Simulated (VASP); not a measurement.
Write the native input for VASP 6.6.1 that does the following.

| Item | Value |
| --- | --- |
| Task | single point |
| Functional | LDA |
| Potentials or basis | VASP PAW LDA potentials, release 64 (Hg) |
| Cutoff | 520 eV |
| k mesh | 12 × 12 × 12 |
| Occupations | fermi-dirac, width 0.05 eV |
| Spin | no spin polarisation |
| Dipole correction | no |
| Further INCAR settings | ALGO = Normal; EDIFF = 1e-07; NBANDS = 19 |

The structure of Hg lies in POSCAR:

```
Hg
1.0
    0.0000000000      2.8859630421      2.8859630421
    2.8859630421      0.0000000000      2.8859630421
    2.8859630421      2.8859630421      0.0000000000
Hg
2
Direct
   -0.1250000000     -0.1250000000     -0.1250000000
    0.1250000000      0.1250000000      0.1250000000
```

One way to write it, as run:

INCAR

```
  PREC = Accurate
  ENCUT = 520
  EDIFF = 1E-7
  ISMEAR = -1
  SIGMA = 0.05
  LREAL = F
  LASPH = T
  NELM = 60
  ALGO = Normal
  ISIF = 2
  LWAVE = F
  LCHARG = F
  NBANDS = 19
```

KPOINTS

```
Automatic mesh
0
Gamma
  12 12 12
```

Potentials or basis: VASP PAW LDA potentials, release 64 (Hg).

Run with:

```bash
$ cat potpaw_LDA.64/Hg/POTCAR > POTCAR
$ mpirun -np 1 vasp_std > vasp.out
```

Results of the run:

```json
{
  "Pressure": "28.5 GPa",
  "Band gap on the k mesh": "zero (bands 12 and 13 overlap by 7.69 eV)"
}
```

Caveat: the cell stands under pressure; spin-orbit coupling is left out, which moves the levels of the heavy elements.

It took 85 s on 1 thread of Intel(R) Xeon(R) Platinum 8259CL CPU @ 2.50GHz (Skylake/Cascade Lake), with other jobs on the host, peak memory 0.18 GiB.
